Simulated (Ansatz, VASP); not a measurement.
## TlBr in VASP and in Ansatz

```xyz
2
Lattice="4.0112 0.0000 0.0000 0.0000 4.0112 0.0000 0.0000 0.0000 4.0112" Properties=species:S:1:pos:R:3 pbc="T T T"
Tl    0.0000    0.0000    0.0000
Br    2.0056    2.0056    2.0056
```

Alike in both runs: task single point; functional PBE; k mesh 6 × 6 × 6; no spin polarisation.

|  | VASP | Ansatz |
| --- | --- | --- |
| version | VASP 6.6.1 | Ansatz 0.2.0 |
| potentials or method | VASP PAW PBE potentials, release 64 (Tl_d, Br) | plane waves, PAW |
| plane-wave cutoff (eV) | 500 | 420 |
| occupations | gaussian, width 0.01 eV | fixed |
| valence electrons in the cell | 20 | 20 |

Ansatz gave:

- gap on the k mesh at the Fermi level (eV): 1.92
- pressure (GPa): 0.7

**Question.** Estimate VASP's values.

**Answer.** gap on the k mesh at the Fermi level (eV): 1.92; pressure (GPa): 0.6.

Neither program's run includes spin-orbit coupling.
